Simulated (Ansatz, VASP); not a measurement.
# Ca in VASP and in Ansatz

File POSCAR:

```
Ca
1.0
    0.0000000000      2.8082861494      2.8082861494
    2.8082861494      0.0000000000      2.8082861494
    2.8082861494      2.8082861494      0.0000000000
Ca
1
Direct
    0.0000000000      0.0000000000      0.0000000000
```

The input INCAR.step1:

```
SYSTEM = Ca
PREC = Accurate
ENCUT = 520
ISMEAR = -1
SIGMA = 0.05
LREAL = .False.
LASPH = .True.
NELM = 80
NBANDS = 11
GGA = PE
ALGO = Normal
EDIFF = 1E-4
LWAVE = .True.
LCHARG = .False.
```

INCAR.step2

```
SYSTEM = Ca
PREC = Accurate
ENCUT = 520
EDIFF = 1E-6
ISMEAR = -1
SIGMA = 0.05
LREAL = .False.
LASPH = .True.
NELM = 80
ALGO = Normal
ISIF = 2
LWAVE = .False.
LCHARG = .False.
METAGGA = R2SCAN
LMIXTAU = .True.
LUSE_VDW = .True.
IVDW_NL = 2
BPARAM = 11.95
CPARAM = 0.0093
NBANDS = 11
ISTART = 1
```

The input KPOINTS:

```
regular mesh
0
Gamma
  8 8 8
  0 0 0
```

Contents of input.yaml:

```yaml
crystal:
  lattice:
    - [0.0, 2.8082861494, 2.8082861494]
    - [2.8082861494, 0.0, 2.8082861494]
    - [2.8082861494, 2.8082861494, 0.0]
  atoms:
    - { symbol: Ca, position: [0.0, 0.0, 0.0] }
hamiltonian:
  xc: r2scan
  pseudopotentials: { kind: paw }
  dispersion: rvv10
kpoints:
  mp_grid: { grid: [8, 8, 8] }
scf:
  occupations: { method: fermi_dirac, width: 0.05 }
output:
  forces: true
  stress: true
  eigenvalues: true
```

Alike in both runs: task single point; functional r2SCAN; dispersion rVV10; k mesh 8 × 8 × 8; occupations fermi-dirac, width 0.05 eV; no spin polarisation.

```csv
,VASP,Ansatz
version,VASP 6.6.1,Ansatz 0.2.0
potentials or method,"VASP PAW PBE potentials, release 64 (Ca_sv)",Ansatz PAW
plane-wave cutoff (eV),520,500
valence electrons in the cell,10,10
```

```tsv
	VASP	Ansatz	Ansatz less VASP
gap on the k mesh at the Fermi level (eV)	none	none	-
pressure (GPa)	-0.6	-0.6	-0.04
```

VASP's potentials were made for PBE, not for r2SCAN. A gap of «none» marks a metal or a gap that the smearing closes.
